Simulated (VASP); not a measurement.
**LiHgS: single point with PBE**

LiHgS:

```xyz
6
Lattice="4.6881 0.0000 0.0000 -2.3440 4.0600 0.0000 0.0000 0.0000 6.5640" Properties=species:S:1:pos:R:3 pbc="T T T"
Li    0.0000    0.0000    0.0000
Li    0.0000    0.0000    3.2820
Hg    0.0000    2.7067    1.6410
Hg    2.3440    1.3533    4.9230
S     0.0000    2.7067    4.9230
S     2.3440    1.3533    1.6410
```

| Item | Value |
| --- | --- |
| Program | VASP 6.6.1 |
| Task | single point |
| Functional | PBE |
| Potentials or basis | VASP PAW PBE potentials, release 64 (Li_sv, Hg, S) |
| Cutoff | 520 eV |
| k mesh | 12 × 12 × 6 |
| Occupations | gaussian, width 0.1 eV |
| Spin | no spin polarisation |
| Dipole correction | no |
| Further INCAR settings | ALGO = Normal; EDIFF = 1e-06; NBANDS = 30 |

```yaml
Band_gap_on_the_k_mesh: zero (bands 21 and 22 overlap by 3.32 eV)
```

Levels at points of the mesh, in eV from the Fermi level:
| k point | band 18 | band 19 | band 20 | band 21 | band 22 | band 23 | band 24 | band 25 | band 26 | band 27 |
| --- | --- | --- | --- | --- | --- | --- | --- | --- | --- | --- |
| (0.00, 0.00, 0.00) | -2.32 | -2.32 | -1.90 | -1.77 | -1.77 | 2.40 | 2.40 | 4.23 | 4.23 | 4.76 |
| (0.50, 0.00, 0.00) | -3.38 | -2.81 | -2.40 | -0.51 | -0.17 | 3.21 | 3.24 | 3.43 | 4.15 | 4.75 |
| (0.00, 0.00, 0.50) | -2.02 | -2.02 | -2.02 | -1.24 | -1.24 | 2.76 | 2.76 | 2.76 | 2.76 | 3.39 |
| (0.50, 0.00, 0.50) | -3.29 | -2.08 | -2.08 | 0.12 | 0.12 | 2.09 | 2.09 | 3.56 | 3.56 | 5.04 |

It took 4.6 min on 1 thread of AMD EPYC 7R13 Processor (Zen 3), on a shared host, peak memory 0.37 GiB.

Caveat: spin-orbit coupling is left out, which moves the levels of the heavy elements.
